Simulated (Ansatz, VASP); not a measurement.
## SrO: VASP beside Ansatz

```
CELL_PARAMETERS angstrom
4.27003 0.00000 0.00000
-2.13502 3.69796 0.00000
0.00000 0.00000 5.14445
ATOMIC_POSITIONS crystal
Sr 0.33333 0.66667 0.93750
Sr 0.66667 0.33333 0.43750
O 0.33333 0.66667 0.43750
O 0.66667 0.33333 0.93750
```

Alike in both runs: task single point; functional PBE; k mesh 6 × 6 × 4; no spin polarisation.

|  | VASP | Ansatz |
| --- | --- | --- |
| version | VASP 6.6.1 | Ansatz 0.2.0 |
| potentials or method | VASP PAW PBE potentials, release 64 (Sr_sv, O) | plane waves, PAW |
| plane-wave cutoff (eV) | 520 | 420 |
| occupations | gaussian, width 0.01 eV | fixed |
| valence electrons in the cell | 32 | 32 |

Ansatz gave:

```
gap on the k mesh at the Fermi level (eV) : 2.66
```

**Question.** Which values does VASP return?

**Answer.** gap on the k mesh at the Fermi level (eV): 2.64.
